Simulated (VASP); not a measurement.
# RbNaP3 (P6_3/mmc) in VASP: a series of runs

RbNaP3 is run at these levels: PBE; tasks: single point.

All numbers are computed with VASP 6.6.1; they aren't measurements. Logs are shortened: lines on timing, memory, paths and dates and some standing lists are left out, and cuts for length are marked.

**1. The cell of the first run**

Symmetry: P6_3/mmc, No. 194, hexagonal system. Conventional cell: a = 6.780 Å, b = 6.780 Å, c = 5.792 Å, α = 90.00°, β = 90.00°, γ = 120.00°. Within 4.5 Å of Rb (site symmetry -6m2) lie 12 P at 3.40 to 3.64 Å and 6 Na at 4.17 Å. Na (site symmetry -3m) has 6 P at 2.24 Å and 2 Na at 2.90 Å within 3.0 Å. Within 3.0 Å of P (site symmetry mm2) lie 2 Na at 2.24 Å and 2 P at 2.97 Å.

**2. Single point, PBE**

Contents of INCAR:

```
SYSTEM = RbNaP3
ALGO = Fast
EDIFF = 1E-6
ENCUT = 520
GGA = PE
ISIF = 2
ISMEAR = 0
LASPH = .True.
LCHARG = .True.
LELF = .True.
LREAL = .False.
LVHAR = .True.
LWAVE = .False.
NBANDS = 42
NELM = 60
PREC = Accurate
SIGMA = 0.1
```

Contents of KPOINTS:

```
k-points
0
Gamma
  3 3 4
  0 0 0
```

Contents of POSCAR:

```
RbNaP3
1.0
    6.7799351098      0.0000000000      0.0000000000
   -3.3899675549      5.8715960411      0.0000000000
    0.0000000000      0.0000000000      5.7924490014
Rb Na P
2 2 6
Direct
    0.3333333333      0.6666666667      0.7500000000
    0.6666666667      0.3333333333      0.2500000000
    0.0000000000      0.0000000000      0.5000000000
    0.0000000000      0.0000000000      0.0000000000
    0.1460000000      0.2919999999      0.2500000000
    0.8540000000      0.1460000000      0.7500000000
    0.8540000000      0.7080000001      0.7500000000
    0.1460000000      0.8540000000      0.2500000000
    0.7080000001      0.8540000000      0.2500000000
    0.2919999999      0.1460000000      0.7500000000
```

Potentials or basis: VASP PAW PBE potentials, release 64 (Rb_sv, Na_pv, P).

Command:

```bash
$ cat potpaw_PBE.64/Rb_sv/POTCAR potpaw_PBE.64/Na_pv/POTCAR potpaw_PBE.64/P/POTCAR > POTCAR
$ mpirun -np 1 vasp_std > vasp.out
```

OUTCAR:

```text
SYSTEM = RbNaP3
   EDIFF = 1E-6
   ENCUT = 520
   GGA = PE
   ISIF = 2
   ISMEAR = 0
   LASPH = .True.
   LREAL = .False.
   NELM = 60
   PREC = Accurate

 ion  position               nearest neighbor table
   1  0.333  0.667  0.750-   7 3.40   7 3.40  10 3.40   6 3.40   6 3.40  10 3.40   8 3.64   8 3.64
                             9 3.64   9 3.64   5 3.64   5 3.64   3 4.17   4 4.17   3 4.17   4 4.17
   2  0.667  0.333  0.250-   5 3.40   5 3.40   9 3.40   8 3.40   8 3.40   9 3.40   6 3.64   6 3.64
                            10 3.64  10 3.64   7 3.64   7 3.64   3 4.17   4 4.17   3 4.17   4 4.17
   3  0.000  0.000  0.500-   9 2.24  10 2.24   5 2.24   7 2.24   6 2.24   8 2.24   1 4.17   2 4.17
                             2 4.17   1 4.17   2 4.17   1 4.17
   4  0.000  0.000  0.000-   9 2.24  10 2.24   5 2.24   7 2.24   6 2.24   8 2.24   1 4.17   2 4.17
                             2 4.17   1 4.17   2 4.17   1 4.17
   5  0.146  0.292  0.250-   3 2.24   4 2.24   2 3.40   2 3.40   1 3.64   1 3.64
   6  0.854  0.146  0.750-   3 2.24   4 2.24   1 3.40   1 3.40   2 3.64   2 3.64
   7  0.854  0.708  0.750-   3 2.24   4 2.24   1 3.40   1 3.40   2 3.64   2 3.64
   8  0.146  0.854  0.250-   3 2.24   4 2.24   2 3.40   2 3.40   1 3.64   1 3.64
   9  0.708  0.854  0.250-   3 2.24   4 2.24   2 3.40   2 3.40   1 3.64   1 3.64
  10  0.292  0.146  0.750-   3 2.24   4 2.24   1 3.40   1 3.40   2 3.64   2 3.64

  LATTYP: Found a hexagonal cell.
 ALAT       =     6.7799351098
 C/A-ratio  =     0.8543516874

  Lattice vectors:

 A1 = (   6.7799351098,   0.0000000000,   0.0000000000)
 A2 = (  -3.3899675549,   5.8715960411,   0.0000000000)
 A3 = (   0.0000000000,   0.0000000000,   5.7924490014)

Analysis of symmetry for initial positions (statically):
=====================================================================
 Subroutine PRICEL returns:
 Original cell was already a primitive cell.

 Routine SETGRP: Setting up the symmetry group for a
 hexagonal supercell.

 Subroutine GETGRP returns: Found 24 space group operations
 (whereof 12 operations were pure point group operations)
 out of a pool of 24 trial point group operations.

The static configuration has the point symmetry D_3d.
 The point group associated with its full space group is D_6h.

Analysis of symmetry for dynamics (positions and initial velocities):
=====================================================================
 Subroutine PRICEL returns:
 Original cell was already a primitive cell.

 Routine SETGRP: Setting up the symmetry group for a
 hexagonal supercell.

 Subroutine GETGRP returns: Found 24 space group operations
 (whereof 12 operations were pure point group operations)
 out of a pool of 24 trial point group operations.

The dynamic configuration has the point symmetry D_3d.
 The point group associated with its full space group is D_6h.

 Subroutine INISYM returns: Found 24 space group operations
 (whereof 12 operations are pure point group operations),
 and found     1 'primitive' translations

----------------------------------------------------------------------------------------

                                     Primitive cell

  volume of cell :     230.5918

  direct lattice vectors                    reciprocal lattice vectors
     6.779935110  0.000000000  0.000000000     0.147494037  0.085155722  0.000000000
    -3.389967555  5.871596041  0.000000000     0.000000000  0.170311444  0.000000000
     0.000000000  0.000000000  5.792449001     0.000000000  0.000000000  0.172638551

  length of vectors
     6.779935110  6.779935110  5.792449001     0.170311444  0.170311444  0.172638551

  position of ions in fractional coordinates (direct lattice)
     0.333333333  0.666666667  0.750000000
     0.666666667  0.333333333  0.250000000
     0.000000000  0.000000000  0.500000000
     0.000000000  0.000000000  0.000000000
     0.146000000  0.292000000  0.250000000
     0.854000000  0.146000000  0.750000000
     0.854000000  0.708000000  0.750000000
     0.146000000  0.854000000  0.250000000
     0.708000000  0.854000000  0.250000000
     0.292000000  0.146000000  0.750000000

  ion indices of the primitive-cell ions
   primitive index   ion index
                 1           1
                 2           2
                 3           3
                 4           4
                 5           5
                 6           6
                 7           7
                 8           8
                 9           9
                10          10

----------------------------------------------------------------------------------------

 KPOINTS: k-points

Automatic generation of k-mesh.
 Grid dimensions read from file:
 generate k-points for:    3    3    4

 Generating k-lattice:

  Cartesian coordinates                     Fractional coordinates (reciprocal lattice)
     0.049164679  0.028385241  0.000000000     0.333333333  0.000000000  0.000000000
     0.000000000  0.056770481  0.000000000     0.000000000  0.333333333  0.000000000
     0.000000000  0.000000000  0.043159638     0.000000000  0.000000000  0.250000000

  Length of vectors
     0.056770481  0.056770481  0.043159638

  Shift w.r.t. Gamma in fractional coordinates (k-lattice)
     0.000000000  0.000000000  0.000000000

 Subroutine IBZKPT returns following result:
 ===========================================

 Found      9 irreducible k-points:

 Following reciprocal coordinates:
            Coordinates               Weight
  0.000000  0.000000  0.000000      1.000000
  0.333333  0.000000  0.000000      6.000000
  0.333333  0.333333  0.000000      2.000000
  0.000000  0.000000  0.250000      2.000000
  0.333333  0.000000  0.250000     12.000000
  0.333333  0.333333  0.250000      4.000000
  0.000000  0.000000  0.500000      1.000000
  0.333333  0.000000  0.500000      6.000000
  0.333333  0.333333  0.500000      2.000000
   k-points           NKPTS =      9   k-points in BZ     NKDIM =      9   number of bands    NBANDS=     42
   number of dos      NEDOS =    301   number of ions     NIONS =     10
   total plane-waves  NPLWV = 120000
   dimension x,y,z NGX =    50 NGY =   50 NGZ =   48
   dimension x,y,z NGXF=   100 NGYF=  100 NGZF=   96
   ions per type =               2   2   6
   NGX,Y,Z   is equivalent  to a cutoff of  12.26, 12.26, 13.78 a.u.
   NGXF,Y,Z  is equivalent  to a cutoff of  24.52, 24.52, 27.55 a.u.
 SYSTEM =  RbNaP3
   PREC   = accura    normal or accurate (medium, high low for compatibility)
   ISTART =      0    job   : 0-new  1-cont  2-samecut
   ICHARG =      2    charge: 1-file 2-atom 10-const
   ISPIN  =      1    spin polarized calculation?
   LNONCOLLINEAR =      F non collinear calculations
   LSORBIT =      F    spin-orbit coupling
   LASPH  =      T    aspherical Exc in radial PAW
   ENCUT  =  520.0 eV  38.22 Ry    6.18 a.u.  12.61 12.61 10.77*2*pi/ulx,y,z
   NELM   =     60;   NELMIN=  2; NELMDL= -5     # of ELM steps
   EDIFF  = 0.1E-05   stopping-criterion for ELM
   LREAL  =      F    real-space projection
   EDIFFG = 0.1E-04   stopping-criterion for IOM
   NSW    =      0    number of steps for IOM
   IBRION =     -1    ionic relax: 0-MD 1-quasi-New 2-CG
   NFREE  =      0    steps in history (QN), initial steepest desc. (CG)
   ISIF   =      2    stress and relaxation
   ISYM   =      2    0-nonsym 1-usesym 2-fastsym
   POTIM  = 0.5000    time-step for ionic-motion
   TEBEG  =    0.0;   TEEND  =   0.0 temperature during run
   PSTRESS=    0.0 pullay stress
   NELECT =      62.0000    total number of electrons
   NUPDOWN=      -1.0000    fix difference up-down
   EMIN   =  10.00;   EMAX   =-10.00  energy-range for DOS
   EFERMI =   0.00;   METHOD = LEGACY
   ISMEAR =     0;   SIGMA  =   0.10  broadening in eV -4-tet -1-fermi 0-gaus
   EFERMI_NEDOS =   21; number of points for ismear=-14 and -15
   IALGO  =     68    algorithm
   IMIX   =      4    mixing-type and parameters
     AMIX     =   0.40;   BMIX     =  1.00
     AMIX_MAG =   1.60;   BMIX_MAG =  1.00
  volume/ion in A,a.u.               =      23.06       155.61
  Fermi-wavevector in a.u.,A,eV,Ry     =   1.056633  1.996746 15.190536  1.116473
  Thomas-Fermi vector in A             =   2.191876
   LORBIT       =      0    0 simple, 1 ext, 2 COOP (PROOUT), +10 PAW based schemes
   GGA     = PE    functional components
   LHFCALC =     F    Hartree Fock is set to
   AEXX    =    0.0000 exact exchange contribution
   IVDW    =     0    specifies the selected vdW correction
   LEPSILON=     F    determine dielectric tensor
   LRPA    =     F    only Hartree local field effects (RPA)
 non-spin polarized calculation
 RMM-DIIS sequential band-by-band and
 Gauss-broadening in eV      SIGMA  =   0.10
  energy-cutoff  :      520.00
  volume of cell :      230.59
 maximum number of plane-waves:      6238
 NGX is ok and might be reduce to    50
   NGX = 25   NGY = 25   NGZ = 21

 number of electron      61.9999990 magnetization

 Free energy of the ion-electron system (eV)
  ---------------------------------------------------
  ext. energy  EPLUGINS =         0.00000000
  ---------------------------------------------------
  free energy    TOTEN  =       -22.75489036 eV

  energy without entropy =      -22.72776561  energy(sigma->0) =      -22.74132798

 E-fermi :   3.0963     XC(G=0):  -9.0288

 val. band max:        3.0723073167   @ k =   0.0000   0.0000   0.0000
 cond. band min:       3.1602239238   @ k =   0.3333   0.3333   0.0000
 fundamental gap:      0.0879166071
 Fermi energy:         3.0963240128

 k-point     1 :       0.0000    0.0000    0.0000
  band No.  band energies     occupation
      1     -23.0149      2.00000
      2     -23.0055      2.00000
      3     -20.7499      2.00000
      4     -20.4613      2.00000
      5     -20.4613      2.00000
      6     -20.3837      2.00000
[... 34 lines left out ...]
     41       7.8450      0.00000
     42       7.8534      0.00000
[... 319 lines left out ...]
      2     -23.0097      2.00000
      3     -20.5532      2.00000
      4     -20.5532      2.00000
      5     -20.4227      2.00000
      6     -20.4227      2.00000
[... 34 lines left out ...]
     41       9.5201      0.00000
     42       9.5338      0.00000

------------------------ aborting loop because EDIFF is reached ----------------------------------------

  FORCE on cell =-STRESS in cart. coord.  units (eV):
  Direction    XX          YY          ZZ          XY          YZ          ZX
  --------------------------------------------------------------------------------------
  -------------------------------------------------------------------------------------
  Total       15.9503727     15.9503727     28.7331245      0.0000000      0.0000000      0.0000000
  in kB      110.8249370    110.8249370    199.6408969      0.0000000      0.0000000      0.0000000
  external PRESSURE =     140.4302570 kB  Pullay stress =       0.0000000 kB

 VOLUME and BASIS-vectors are now :
 -----------------------------------------------------------------------------
  energy-cutoff  :      520.00
  volume of cell :      230.59
      direct lattice vectors                 reciprocal lattice vectors
     6.779935110  0.000000000  0.000000000     0.147494037  0.085155722  0.000000000
    -3.389967555  5.871596041  0.000000000     0.000000000  0.170311444  0.000000000
     0.000000000  0.000000000  5.792449001     0.000000000  0.000000000  0.172638551

 POSITION                                       TOTAL-FORCE (eV/Angst)
 -----------------------------------------------------------------------------------
     -0.00000      3.91440      4.34434        -0.000000      0.000000      0.000000
      3.38997      1.95720      1.44811         0.000000      0.000000      0.000000
      0.00000      0.00000      2.89622         0.000000      0.000000      0.000000
      0.00000      0.00000      0.00000        -0.000000      0.000000      0.000000
      0.00000      1.71451      1.44811        -0.000000      3.071337     -0.000000
      5.29513      0.85725      4.34434        -2.659856      1.535668      0.000000
      3.38997      4.15709      4.34434         0.000000     -3.071337      0.000000
     -1.90516      5.01434      1.44811         2.659856     -1.535668     -0.000000
      1.90516      5.01434      1.44811        -2.659856     -1.535668      0.000000
      1.48481      0.85725      4.34434         2.659856      1.535668      0.000000
 -----------------------------------------------------------------------------------
    total drift:                               -0.000000      0.000000     -0.000000

  FREE ENERGIE OF THE ION-ELECTRON SYSTEM (eV)
  ---------------------------------------------------
  free  energy   TOTEN  =       -22.7548903550 eV

  energy  without entropy=      -22.7277656051  energy(sigma->0) =      -22.74132798
```

It took 3.8 min on 1 thread of Oxide Virtual Turin-like, shared host; peak memory 0.34 GiB.

What came out:

| Item | Value |
| --- | --- |
| Free energy | -22.7549 eV |
| Pressure | 14.0 GPa |
| Largest force | 3.071 eV/Å |
| Band gap on the k mesh | zero (bands 31 and 32 overlap by 0.68 eV) |

Forces in eV/Å, atoms in the order of the input:
```
Rb   0.000  0.000  0.000
Rb   0.000  0.000  0.000
Na   0.000  0.000  0.000
Na   0.000  0.000  0.000
P    0.000  3.071  0.000
P   -2.660  1.536  0.000
P    0.000 -3.071  0.000
P    2.660 -1.536  0.000
P   -2.660 -1.536  0.000
P    2.660  1.536  0.000
```

Caveat: the stress differs along the axes, from 11 to 20 GPa; forces of over 1 eV/Å act on the atoms, so gaps and moduli don't describe the material at rest.

**3. Single point, PBE**

This run uses another cell than the first one, of 26.26 Å³/atom.

Contents of INCAR:

```
  ALGO = Normal
  EDIFF = 1E-6
  ENCUT = 520
  GGA = PE
  ISIF = 2
  ISMEAR = 0
  LASPH = True
  LCHARG = True
  LELF = True
  LREAL = False
  LVHAR = True
  LWAVE = False
  NBANDS = 42
  NELM = 60
  PREC = Accurate
  SIGMA = 0.1
```

Contents of KPOINTS:

```
k-points
0
Gamma
  3 3 4
```

Contents of POSCAR:

```
RbNaP3
1.0
    6.6355715887      0.0000000000      0.0000000000
   -3.3177857943      5.7465735644      0.0000000000
    0.0000000000      0.0000000000      6.8878915462
Rb Na P
2 2 6
Direct
    0.3333333333      0.6666666667      0.7500000000
    0.6666666667      0.3333333333      0.2500000000
    0.0000000000      0.0000000000      0.5000000000
    0.0000000000      0.0000000000      0.0000000000
    0.2230884223      0.4461768445      0.2500000000
    0.7769115777      0.2230884223      0.7500000000
    0.7769115777      0.5538231555      0.7500000000
    0.2230884223      0.7769115777      0.2500000000
    0.5538231555      0.7769115777      0.2500000000
    0.4461768445      0.2230884223      0.7500000000
```

Potentials or basis: VASP PAW PBE potentials, release 64 (Rb_sv, Na_pv, P).

Command:

```bash
$ cat potpaw_PBE.64/Rb_sv/POTCAR potpaw_PBE.64/Na_pv/POTCAR potpaw_PBE.64/P/POTCAR > POTCAR
$ mpirun -np 1 vasp_std > vasp.out
```

Run time: 2.3 min. Hardware: 1 thread of Oxide Virtual Turin-like, shared host; peak memory 0.35 GiB.

The run converged. Its results:

```yaml
Free_energy: -38.8511 eV
Pressure: -0.1 GPa
Largest_force: 0.096 eV/Å
Band_gap_on_the_k_mesh: zero (bands 31 and 32 overlap by 0.68 eV)
```

Forces in eV/Å, atoms in the order of the input:
```
Rb   0.000  0.000  0.000
Rb   0.000  0.000  0.000
Na   0.000  0.000  0.000
Na   0.000  0.000  0.000
P    0.000  0.096  0.000
P   -0.083  0.048  0.000
P    0.000 -0.096  0.000
P    0.083 -0.048  0.000
P   -0.083 -0.048  0.000
P    0.083  0.048  0.000
```

Stress tensor (GPa, compression positive):
```
-0.18  0.00  0.00
 0.00 -0.18  0.00
 0.00  0.00  0.19
```

Levels at points of the mesh, in eV from the Fermi level:
```csv
k point,band 28,band 29,band 30,band 31,band 32,band 33,band 34,band 35,band 36,band 37
"(0.00, 0.00, 0.00)",-2.90,-0.55,-0.55,-0.47,-0.47,2.27,2.64,2.88,3.10,3.51
"(0.00, 0.00, 0.50)",-3.07,-0.16,-0.16,-0.16,-0.16,2.55,2.55,3.14,3.14,3.71
```

Caveat: the k points lie up to 0.36 Å⁻¹ apart, too coarse for converged energies and pressures of a metal.

**4. Single point, PBE**

This run uses another cell than the first one, of 26.44 Å³/atom.

Contents of INCAR:

```
  PREC = Accurate
  ENCUT = 520
  EDIFF = 1E-6
  ISMEAR = 0
  SIGMA = 0.1
  LREAL = F
  LASPH = T
  NELM = 100
  ALGO = Fast
  ISIF = 2
  LWAVE = F
  LCHARG = F
  GGA = PE
  NBANDS = 42
```

Contents of KPOINTS:

```
Automatic mesh
0
Gamma
  6 6 6
```

Contents of POSCAR:

```
RbNaP3
1.0
    6.6403477168      0.0000000000      0.0000000000
   -3.3201738584      5.7507098127      0.0000000000
    0.0000000000      0.0000000000      6.9250554256
Rb Na P
2 2 6
Direct
    0.3333333333      0.6666666667      0.7500000000
    0.6666666667      0.3333333333      0.2500000000
    0.0000000000      0.0000000000      0.5000000000
    0.0000000000      0.0000000000      0.0000000000
    0.2231751164      0.4463502328      0.2500000000
    0.7768248836      0.2231751164      0.7500000000
    0.7768248836      0.5536497672      0.7500000000
    0.2231751164      0.7768248836      0.2500000000
    0.5536497672      0.7768248836      0.2500000000
    0.4463502328      0.2231751164      0.7500000000
```

Command:

```bash
$ cat potpaw_PBE.64/Rb_sv/POTCAR potpaw_PBE.64/Na_pv/POTCAR potpaw_PBE.64/P/POTCAR > POTCAR
$ mpirun -np 1 vasp_std > vasp.out
```

It took 9.6 min on 1 thread of Oxide Virtual Turin-like, shared host; peak memory 0.48 GiB.

Results (log left out):

```
Free energy            : -38.8072 eV
Pressure               : -0.1 GPa
Largest force          : 0.085 eV/Å
Band gap on the k mesh : zero (bands 31 and 32 overlap by 0.83 eV)
```

Forces on the atoms (eV/Å):
```
Rb   0.000  0.000  0.000
Rb   0.000  0.000  0.000
Na   0.000  0.000  0.000
Na   0.000  0.000  0.000
P    0.000  0.085  0.000
P   -0.074  0.043  0.000
P    0.000 -0.085  0.000
P    0.074 -0.043  0.000
P   -0.074 -0.043  0.000
P    0.074  0.043  0.000
```

Stress tensor (GPa, compression positive):
```
-0.16  0.00  0.00
 0.00 -0.16  0.00
 0.00  0.00  0.02
```

Levels at points of the mesh, in eV from the Fermi level:
```csv
k point,band 27,band 28,band 29,band 30,band 31,band 32,band 33,band 34,band 35,band 36
"(0.00, 0.00, 0.00)",-2.82,-2.82,-0.46,-0.46,-0.38,-0.38,2.36,2.71,2.95,3.16
"(0.50, 0.00, 0.00)",-2.96,-2.65,-1.29,-1.08,0.43,0.45,0.86,1.31,1.40,1.52
"(0.00, 0.00, 0.50)",-2.99,-2.99,-0.08,-0.08,-0.08,-0.08,2.63,2.63,3.21,3.21
"(0.50, 0.00, 0.50)",-2.83,-2.83,-0.43,-0.43,-0.40,-0.40,1.28,1.28,1.67,1.67
```

**5. Overview**

| cell | k mesh | gap on the mesh (eV) | pressure (GPa) | largest force (eV/Å) |
| --- | --- | --- | --- | --- |
| a = 6.780, b = 6.780, c = 5.792 Å, angles 90.0, 90.0, 120.0°, 10 atoms, atomic positions A | 3 × 3 × 4 | none | 14.0 | 3.07 |
| a = 6.636, b = 6.636, c = 6.888 Å, angles 90.0, 90.0, 120.0°, 10 atoms, atomic positions B | 3 × 3 × 4 | none | -0.1 | 0.10 |
| a = 6.640, b = 6.640, c = 6.925 Å, angles 90.0, 90.0, 120.0°, 10 atoms, atomic positions C | 6 × 6 × 6 | none | -0.1 | 0.09 |

Alike in all rows: task single point; level PBE; potentials or basis VASP PAW PBE potentials, release 64 (Rb_sv, Na_pv, P); no spin polarisation; cutoff (eV) 520; smearing gaussian 0.1 eV.

Caveats: some runs use coarse meshes; the stress differs along the axes, from 11 to 20 GPa (at least some runs); forces of over 1 eV/Å act on the atoms, so gaps and moduli don't describe the material at rest (at least some runs).

Total energies depend on the potentials used, so only differences within one code and one set of settings carry meaning.

The gap in the log of VASP goes by the Fermi energy; the results here count the filled bands.